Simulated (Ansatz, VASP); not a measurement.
**Cu in VASP and in Ansatz**

INCAR

```
SYSTEM = Cu
ALGO = Normal
EDIFF = 1E-6
ENCUT = 520
GGA = PE
ISIF = 2
ISMEAR = -1
LASPH = .True.
LCHARG = .False.
LREAL = .False.
LWAVE = .False.
NBANDS = 12
NELM = 80
PREC = Accurate
SIGMA = 0.1
```

Contents of KPOINTS:

```
k-points
0
Gamma
  15 15 15
  0 0 0
```

File POSCAR:

```
Cu
1.0
    0.0000000000      1.8145751207      1.8145751207
    1.8145751207      0.0000000000      1.8145751207
    1.8145751207      1.8145751207      0.0000000000
Cu
1
Direct
    0.0000000000      0.0000000000      0.0000000000
```

Input for Ansatz:

```yaml
crystal:
  lattice:
    - [0.0, 1.8145751207, 1.8145751207]
    - [1.8145751207, 0.0, 1.8145751207]
    - [1.8145751207, 1.8145751207, 0.0]
  atoms:
    - { symbol: Cu, position: [0.0, 0.0, 0.0] }
hamiltonian:
  xc: pbe
  pseudopotentials:
    kind: paw
    azcp:
      Cu: "pseudopotentials/Cu.paw.azcp"
basis:
  ecutwfc: 420
  fft_grid_basis: typed
kpoints:
  mp_grid: { grid: [15, 15, 15], shift: [0, 0, 0] }
magnetization:
  spin_polarized: false
scf:
  occupations: { method: fermi_dirac, width: 0.1 }
  lower_state_search: "off"
output:
  stress: true
```

Alike in both runs: task single point; functional PBE; k mesh 15 × 15 × 15; occupations fermi-dirac, width 0.1 eV; no spin polarisation.

|  | VASP | Ansatz |
| --- | --- | --- |
| version | VASP 6.6.1 | Ansatz 0.2.0 |
| potentials or method | VASP PAW PBE potentials, release 64 (Cu), cutoff 520 eV | plane waves (420 eV) with PAW, scalar-relativistic |
| valence electrons in the cell | 11 | 19 |

```tsv
	VASP	Ansatz	Ansatz less VASP
pressure (GPa)	0.6	0.0	-0.57
```

VASP's potentials hold 11 valence electrons a cell and Ansatz's 19, so a difference there can come from the potentials and not from the codes.
